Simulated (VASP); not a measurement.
Write the native input for VASP 6.6.1 that does the following.

- Task: single point
- Functional: PBEsol
- Potentials or basis: VASP PAW PBE potentials, release 64 (In_d, P)
- Cutoff: 520 eV
- k mesh: 6 × 6 × 6
- Occupations: gaussian, width 0.1 eV
- Spin: no spin polarisation
- Dipole correction: no
- Further INCAR settings: ALGO = Normal; EDIFF = 1e-06; NBANDS = 38

The structure of InP3 lies in POSCAR:

```
InP3
1.0
    3.7149865199      2.1448484673      3.2793762787
   -3.7149865199      2.1448484673      3.2793762787
    0.0000000000     -4.2896969347      3.2793762787
In P
2 6
Direct
    0.2732789770      0.2732789770      0.2732789770
    0.7267210230      0.7267210230      0.7267210230
    0.7947108744      0.2411926268      0.7947108744
    0.7947108744      0.7947108744      0.2411926268
    0.2411926268      0.7947108744      0.7947108744
    0.2052891256      0.7588073732      0.2052891256
    0.7588073732      0.2052891256      0.2052891256
    0.2052891256      0.2052891256      0.7588073732
```

The input as run:

INCAR

```
SYSTEM = InP3
ALGO = Normal
EDIFF = 1E-6
ENCUT = 520
GGA = PS
ISIF = 2
ISMEAR = 0
LASPH = .TRUE.
LCHARG = .FALSE.
LREAL = .FALSE.
LWAVE = .FALSE.
NBANDS = 38
NELM = 100
PREC = Accurate
SIGMA = 0.1
```

KPOINTS

```
k-points
0
G
  6 6 6
  0 0 0
```

Potentials or basis: VASP PAW PBE potentials, release 64 (In_d, P).

Command:

```console
$ cat potpaw_PBE.64/In_d/POTCAR potpaw_PBE.64/P/POTCAR > POTCAR
$ mpirun -np 1 vasp_std > vasp.out
```

It gave:

The pressure is 0.0 GPa, the largest force is 0.023 eV/Å and the band gap on the k mesh is zero (bands 28 and 29 overlap by 0.48 eV).

Caveat: semilocal functionals underestimate gaps, and a narrow one can read as zero; the PAW data sets were made with another functional, which shifts forces and pressure a little; spin-orbit coupling is left out, which moves the levels of the heavy elements.

Run time: 76 s on 1 thread of Intel(R) Xeon(R) 6975P-C (Granite Rapids), with other jobs on the host, peak memory 0.32 GiB.
